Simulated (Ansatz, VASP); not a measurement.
**One calculation of W, two programs**

The input INCAR:

```
SYSTEM = W
  PREC = Accurate
  ENCUT = 500
  EDIFF = 1E-6
  ISMEAR = 0
  SIGMA = 0.15
  LREAL = .False.
  LASPH = .True.
  NELM = 120
  ALGO = Normal
  ISIF = 2
  LWAVE = .False.
  LCHARG = .False.
  GGA = PE
  NBANDS = 13
  GGA_COMPAT = .False.
```

Contents of KPOINTS:

```
Automatic mesh
0
Gamma
  26 26 26
  0 0 0
```

Contents of POSCAR:

```
W
1.0
   -1.5917793224      1.6713682885      1.5917793224
    1.5917793224     -1.6713682885      1.5917793224
    1.5917793224      1.6713682885     -1.5917793224
W
1
Direct
    0.0000000000      0.0000000000      0.0000000000
```

Input for Ansatz:

```yaml
crystal:
  lattice:
    - [-1.5917793224, 1.6713682885, 1.5917793224]
    - [1.5917793224, -1.6713682885, 1.5917793224]
    - [1.5917793224, 1.6713682885, -1.5917793224]
  atoms:
    - { symbol: W, position: [0.0, 0.0, 0.0] }
basis:
  ecutwfc: 420
kpoints:
  mp_grid: { grid: [26, 26, 26] }
hamiltonian:
  xc: pbe
scf:
  occupations: { method: gaussian, width: 0.15 }
output:
  forces: true
  stress: true
  eigenvalues: true
```

Change from the starting cell: strain +0.0500 x Voigt [0, 1, 0, 0, 0, 0], atoms carried along.

Alike in both runs: task single point; functional PBE; k mesh 26 × 26 × 26; occupations gaussian, width 0.15 eV; no spin polarisation.

|  | VASP | Ansatz |
| --- | --- | --- |
| version | VASP 6.6.1 | Ansatz 0.2.0 |
| potentials or method | VASP PAW PBE potentials, release 64 (W_sv), cutoff 500 eV | scalar-relativistic, plane waves, PAW |
| valence electrons in the cell | 14 | 14 |

```tsv
	VASP	Ansatz	Ansatz less VASP
gap on the k mesh at the Fermi level (eV)	none	none	-
pressure (GPa)	-12.7	-13.0	-0.32
traceless stress, the component that is largest in VASP (GPa)	-8.45	-8.46	-0.014
```

A gap of «none» marks a metal or a gap that the smearing closes.

Neither program's run includes spin-orbit coupling.
